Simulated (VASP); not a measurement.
Runs of VASP 6.6.1 on Te2Mo. The structure is that of space group P-6m2 (No. 187), or close to it. The cells are those of the table. 

| cell | gap on the mesh (eV) | largest force (eV/Å) |
| --- | --- | --- |
| a = 3.845, b = 3.845, c = 16.122 Å, angles 90.0, 90.0, 120.0°, 3 atoms | none | 0.37 |
| a = 3.275, b = 3.275, c = 17.524 Å, angles 90.0, 90.0, 120.0°, 3 atoms | 0.97 | 1.47 |
| a = 3.418, b = 3.418, c = 16.823 Å, angles 90.0, 90.0, 120.0°, 3 atoms | 1.25 | 1.67 |
| a = 3.275, b = 3.275, c = 16.122 Å, angles 90.0, 90.0, 120.0°, 3 atoms | (b) | 4.69 |
| a = 3.418, b = 3.418, c = 16.122 Å, angles 90.0, 90.0, 120.0°, 3 atoms | (a) | 3.17 |

Alike in all rows: task single point; level LDA; potentials or basis VASP PAW LDA potentials, release 64 (Te, Mo_sv); no spin polarisation; k mesh 12 × 12 × 2; cutoff (eV) 520; smearing gaussian 0.05 eV.

Q: Fill in the values left out.

A: (a) 1.12; (b) 1.29.

Caveats: spin-orbit coupling is left out, which moves the levels of the heavy elements.

A k mesh can miss the band edges, and the runs leave out spin-orbit coupling on Mo, Te.

A gap of «none» marks levels without a gap at the run's occupations.
